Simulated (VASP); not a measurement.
# FeO: single point with PBE-based screened hybrid with 25 % exact exchange

The system is FeO.

```
Fe O
1.0
     2.61772    0.00000    0.00000
     0.00000    2.61772    0.00000
     0.00000    0.00000    2.61772
Fe O
1 1
Cartesian
  0.0000 0.0000 0.0000
  1.3089 1.3089 1.3089
```

| Quantity | Value |
| --- | --- |
| Program | VASP 6.6.1 |
| Task | single point |
| Functional | PBE-based screened hybrid with 25 % exact exchange |
| Potentials or basis | VASP PAW PBE potentials, release 64 (Fe, O) |
| Cutoff | 520 eV |
| k mesh | 5 × 5 × 5 |
| Occupations | fermi-dirac, width 0.05 eV |
| Spin | collinear spin, ferromagnetic start |
| Starting moments | [3.0, 0.0] μB |
| Dipole correction | no |
| Grid for exact exchange (PRECFOCK) | Normal |
| Share of exact exchange | 0.25 |
| Further INCAR settings | ALGO = Normal; EDIFF = 1e-06; NBANDS = 18 |
| Screening parameter | 0.3 1/Å |

```
Pressure                                              : 0.5 GPa
Band gap on the k mesh                                : zero (filled and empty bands overlap)
Net moment                                            : 4.00 μB per cell
Site moments                                          : Fe +3.62; O +0.32 μB
Valence electrons inside the program's atomic spheres : Fe 6.75; O 5.03
```

Levels at points of the mesh, in eV from the Fermi level:
Spin up:
```csv
k point,band 5,band 6,band 7,band 8,band 9,band 10,band 11,band 12,band 13,band 14
"(0.00, 0.00, 0.00)",-4.93,-4.93,-3.45,-3.45,-3.45,1.53,16.18,16.18,21.64,21.64
```
Spin down:
| k point | band 1 | band 2 | band 3 | band 4 | band 5 | band 6 | band 7 | band 8 | band 9 | band 10 |
| --- | --- | --- | --- | --- | --- | --- | --- | --- | --- | --- |
| (0.00, 0.00, 0.00) | -21.85 | -2.46 | -2.46 | -2.46 | -2.13 | -2.10 | 2.48 | 3.83 | 3.84 | 3.84 |

Run time: 13 min on 1 thread of Intel(R) Xeon(R) Platinum 8559C (Emerald Rapids) (shared host), peak memory 0.23 GiB.

Caveat: the k points lie up to 0.48 Å⁻¹ apart, too coarse for converged energies and pressures of a metal; the PAW data sets were made with another functional, which shifts forces and pressure a little; a cell with one magnetic atom can't hold antiferromagnetic order, which such compounds often take.
